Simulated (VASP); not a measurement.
## Be: single point with RPBE

Be:

```
Be
1.0
     2.19150    0.00000    0.00000
     0.00000    2.19150    0.00000
     0.00000    0.00000    2.19150
Be
1
Cartesian
  0.0000 0.0000 0.0000
```

```yaml
Program: VASP 6.6.1
Task: single point
Functional: RPBE
Potentials_or_basis: VASP PAW PBE potentials, release 64 (Be)
Cutoff: 520 eV
k_mesh: 16 × 16 × 16
Occupations: fermi-dirac, width 0.1 eV
Spin: no spin polarisation
```

```yaml
Pressure: 0.1 GPa
Band_gap_on_the_k_mesh: zero (band 1 reaches 10.04 eV, above the bottom of band 2 at 2.85 eV)
```

Levels at points of the mesh, in eV from the Fermi level:
| k point | band 1 | band 2 | band 3 | band 4 |
| --- | --- | --- | --- | --- |
| (0.00, 0.00, 0.00) | -9.56 | 13.44 | 13.44 | 13.44 |
| (0.50, 0.00, 0.00) | -4.51 | -1.81 | 17.06 | 17.06 |
| (0.50, 0.50, 0.00) | 0.75 | 0.75 | 6.57 | 6.94 |
| (0.50, 0.50, 0.50) | 5.38 | 5.38 | 5.38 | 13.01 |

It took 2.9 s on 1 thread of Intel(R) Xeon(R) Platinum 8488C (Sapphire Rapids), with other jobs on the host, peak memory 0.11 GiB.

Caveat: the PAW data sets were made with another functional, which shifts forces and pressure a little.
